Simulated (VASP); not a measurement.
# Fe: single point with PBE

Fe:

```
Fe
1.0
     2.15916    0.00000    0.00000
    -1.07958    1.86989    0.00000
     0.00000    0.00000    3.43579
Fe
2
Direct
  0.33333 0.66667 0.25000
  0.66667 0.33333 0.75000
```

| Quantity | Value |
| --- | --- |
| Program | VASP 6.6.1 |
| Task | single point |
| Functional | PBE |
| Potentials or basis | VASP PAW PBE potentials, release 64 (Fe) |
| Cutoff | 520 eV |
| k mesh | 17 × 17 × 9 |
| Occupations | fermi-dirac, width 0.05 eV |
| Spin | collinear spin, ferromagnetic start |
| Starting moments | [2.5, 2.5] μB |
| Dipole correction | no |
| Further INCAR settings | ALGO = Normal; EDIFF = 1e-06; NBANDS = 19 |

| Item | Value |
| --- | --- |
| Pressure | 265.8 GPa |
| Band gap on the k mesh | zero (filled and empty bands overlap) |
| Net moment | 0.00 μB per cell |

Stress tensor (GPa, compression positive):
```
266.06   0.00   0.00
  0.00 266.06   0.00
  0.00   0.00 265.25
```

Levels at points of the mesh, in eV from the Fermi level:
Spin up:
```csv
k point,band 6,band 7,band 8,band 9,band 10,band 11
"(0.00, 0.00, 0.00)",-2.13,-2.13,-1.45,-1.45,1.01,1.20
```
Spin down:
```tsv
k point	band 4	band 5	band 6	band 7	band 8	band 9	band 10	band 11	band 12	band 13
(0.00, 0.00, 0.00)	-2.97	-2.78	-2.13	-2.13	-1.45	-1.45	1.01	1.20	1.20	13.56
```

It took 58 s on 1 thread of AMD EPYC 7R43 64-Core Processor (Zen 3), on a shared host, peak memory 0.14 GiB.

Caveat: the starting moments collapsed, and a magnetic state may lie lower.
